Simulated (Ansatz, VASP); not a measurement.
# One calculation of ZrO2, two programs

Contents of INCAR:

```
SYSTEM = ZrO2
PREC = Accurate
ENCUT = 600
EDIFF = 1E-6
ISMEAR = 0
SIGMA = 0.01
LREAL = .FALSE.
LASPH = .TRUE.
NELM = 120
ALGO = Normal
ISIF = 2
LWAVE = .FALSE.
LCHARG = .FALSE.
GGA = PE
NBANDS = 19
GGA_COMPAT = .FALSE.
```

File KPOINTS:

```
Automatic mesh
0
G
  8 8 8
  0 0 0
```

Contents of POSCAR:

```
ZrO2
1.0
    0.0000000000      2.5447136213      2.5447136213
    2.5447136213      0.0000000000      2.5447136213
    2.5447136213      2.5447136213      0.0000000000
Zr O
1 2
Direct
    0.0000000000      0.0000000000      0.0000000000
    0.2500000000      0.2500000000      0.2500000000
    0.7500000000      0.7500000000      0.7500000000
```

Input for Ansatz:

```yaml
crystal:
  lattice:
    - [0.0, 2.5447136213, 2.5447136213]
    - [2.5447136213, 0.0, 2.5447136213]
    - [2.5447136213, 2.5447136213, 0.0]
  atoms:
    - { symbol: Zr, position: [0.0, 0.0, 0.0] }
    - { symbol: O, position: [0.25, 0.25, 0.25] }
    - { symbol: O, position: [0.75, 0.75, 0.75] }
kpoints:
  mp_grid: { grid: [8, 8, 8] }
  band_path:
    path:
      - [0.0, 0.0, 0.0]
      - [0.5, 0.0, 0.5]
      - [0.625, 0.25, 0.625]
      - [0.375, 0.375, 0.75]
      - [0.5, 0.5, 0.5]
      - [0.5, 0.25, 0.75]
      - [0.0, 0.5, 0.5]
    npoints: 1
hamiltonian:
  xc: pbe
scf:
  occupations: { method: fixed }
  n_extra_bands: 4
output:
  forces: true
  stress: true
  eigenvalues: true
```

Alike in both runs: task single point; functional PBE; k mesh 8 × 8 × 8; no spin polarisation.

|  | VASP | Ansatz |
| --- | --- | --- |
| version | VASP 6.6.1 | Ansatz 0.2.0 |
| potentials or method | VASP PAW PBE potentials, release 64 (Zr_sv, O) | plane waves, PAW |
| plane-wave cutoff (eV) | 600 | 420 |
| occupations | gaussian, width 0.01 eV | fixed |
| valence electrons in the cell | 24 | 24 |

VASP gave:

| Item | Value |
| --- | --- |
| gap on the k mesh at the Fermi level (eV) | 3.36 |
| pressure (GPa) | 3.9 |

Q: Which values does Ansatz return?

A: gap on the k mesh at the Fermi level (eV): 3.36; pressure (GPa): 3.8.
